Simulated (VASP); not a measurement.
## Cu: single point with r2SCAN

The system is Cu.

```xyz
1
Lattice="0.0000 1.7881 1.7881 1.7881 0.0000 1.7881 1.7881 1.7881 0.0000" Properties=species:S:1:pos:R:3 pbc="T T T"
Cu    0.0000    0.0000    0.0000
```

```
Program                : VASP 6.6.1
Task                   : single point
Functional             : r2SCAN
Potentials or basis    : VASP PAW PBE potentials, release 64 (Cu)
Cutoff                 : 520 eV
k mesh                 : 25 × 25 × 25
Occupations            : fermi-dirac, width 0.1 eV
Spin                   : no spin polarisation
Dipole correction      : no
Further INCAR settings : ALGO = Normal; EDIFF = 1e-07; NBANDS = 12
```

The pressure is 0.7 GPa and the band gap on the k mesh is zero (an odd number of electrons rules out a gap without spin polarisation).

Levels at points of the mesh, in eV from the Fermi level:
```tsv
k point	band 2	band 3	band 4	band 5	band 6	band 7	band 8	band 9	band 10	band 11
(0.00, 0.00, 0.00)	-3.26	-3.26	-3.26	-2.41	-2.41	23.63	26.92	26.92	26.92	29.34
```

Wall time 3.5 min on 1 thread of Intel(R) Xeon(R) Platinum 8375C CPU @ 2.90GHz (Ice Lake), with other jobs on the host, peak memory 0.18 GiB.

Caveat: the PAW data sets were made with another functional, which shifts forces and pressure a little.
